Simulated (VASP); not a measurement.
NbCu, 2 atoms in the cell. Symmetry: Fm-3m, No. 225, cubic system. Conventional cell: a = 5.124 Å, b = 5.124 Å, c = 5.124 Å, α = 90.00°, β = 90.00°, γ = 90.00°. Within 3.4 Å of Nb (site symmetry m-3m) lie 6 Cu at 2.56 Å. Within 3.4 Å of Cu (site symmetry m-3m) lie 6 Nb at 2.56 Å. 

| Property | Result |
| --- | --- |
| Program | VASP 6.6.1 |
| Task | relaxation of cell and atoms |
| Functional | PBEsol |
| Potentials or basis | VASP PAW PBE potentials, release 64 (Nb_sv, Cu) |
| Cutoff | 600 eV |
| k mesh | 9 × 9 × 9 |
| Occupations | fermi-dirac, width 0.05 eV |
| Spin | no spin polarisation |
| Target pressure | 30 GPa |
| Dipole correction | no |
| Further INCAR settings | ALGO = Normal; EDIFF = 1e-06; IBRION = 2; EDIFFG = -0.01; NSW = 60; ISIF = 3 |

Potentials or basis: VASP PAW PBE potentials, release 64 (Nb_sv, Cu).

Launch:

```console
$ cat potpaw_PBE.64/Nb_sv/POTCAR potpaw_PBE.64/Cu/POTCAR > POTCAR
$ mpirun -np 1 vasp_std > vasp.out
```

Hardware: 1 thread of Intel(R) Xeon(R) 6975P-C (Granite Rapids), on a shared host.

Problem. How long does it take, and how much memory?

Solution. It took 60 s on 1 thread of Intel(R) Xeon(R) 6975P-C (Granite Rapids), with other jobs on the host, peak memory 0.19 GiB. Counts: scf iterations 64, k points 35, ion steps 5.
